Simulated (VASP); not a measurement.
A run of VASP 6.6.1:

File INCAR:

```
SYSTEM = Ba
PREC = Accurate ; ENCUT = 600
EDIFF = 1E-6 ; ISMEAR = 0
SIGMA = 0.02 ; LREAL = .FALSE.
LASPH = .TRUE. ; NELM = 60
ALGO = Normal ; ISIF = 3
LWAVE = .FALSE. ; LCHARG = .FALSE.
GGA = CA ; IBRION = 2
NSW = 80 ; EDIFFG = -0.02
```

File KPOINTS:

```
Automatic mesh
0
G
  12 12 12
  0 0 0
```

POSCAR

```
Ba
1.0
    4.3413850340     -0.0000000240     -0.0000000416
   -1.4471283220      4.0930970711     -0.0000000416
   -1.4471283220     -2.0465484754      3.5447260784
Ba
1
Direct
    0.0000000000      0.0000000000      0.0000000000
```

Potentials or basis: VASP PAW LDA potentials, release 64 (Ba_sv).

The run is started by

```console
$ cat potpaw_LDA.64/Ba_sv/POTCAR > POTCAR
$ mpirun -np 1 vasp_std > vasp.out
```

Hardware: 1 thread of Intel(R) Xeon(R) 6975P-C (Granite Rapids) (shared host).

Q: How long does it take, and how much memory?

A: Run time: 38 s on 1 thread of Intel(R) Xeon(R) 6975P-C (Granite Rapids), with other jobs on the host, peak memory 0.21 GiB. Counts: scf iterations 32, k points 72, ion steps 4.
